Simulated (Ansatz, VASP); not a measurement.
**Two plane-wave programs on SiC**

```xyz
4
Lattice="3.0132 0.0000 0.0000 -1.5066 2.6095 0.0000 0.0000 0.0000 4.9450" Properties=species:S:1:pos:R:3 pbc="T T T"
Si    1.5066    0.8698    2.4725
Si    0.0000    1.7397    0.0000
C     1.5066    0.8698    4.3763
C     0.0000    1.7397    1.9038
```

Alike in both runs: task single point; functional revPBE; k mesh 10 × 10 × 5; occupations fermi-dirac, width 0.05 eV; no spin polarisation.

|  | VASP | Ansatz |
| --- | --- | --- |
| version | VASP 6.6.1 | Ansatz 0.2.0 |
| potentials or method | VASP PAW PBE potentials, release 64 (Si, C) | Ansatz PAW |
| plane-wave cutoff (eV) | 520 | 420 |
| valence electrons in the cell | 16 | 16 |

Ansatz gave:

```
gap on the k mesh at the Fermi level (eV)                     : 2.40
least direct gap on the mesh (eV)                             : 4.24
pressure (GPa)                                                : 22.3
traceless stress, the component that is largest in VASP (GPa) : -5.38
rms of the force components (eV/Å)                            : 0.498
```

Q: What did VASP give for the same quantities?

A: gap on the k mesh at the Fermi level (eV): 2.40; least direct gap on the mesh (eV): 4.22; pressure (GPa): 21.7; traceless stress, the component that is largest in VASP (GPa): -5.34; rms of the force components (eV/Å): 0.496.

VASP's potentials were made for PBE, not for revPBE. Atom by atom the forces differ by 0.002 eV/Å (rms over components).

Noted on Ansatz's run: odd divisions of the mesh miss points on the zone boundary, where band edges often lie, so the gap on the mesh can be too wide.
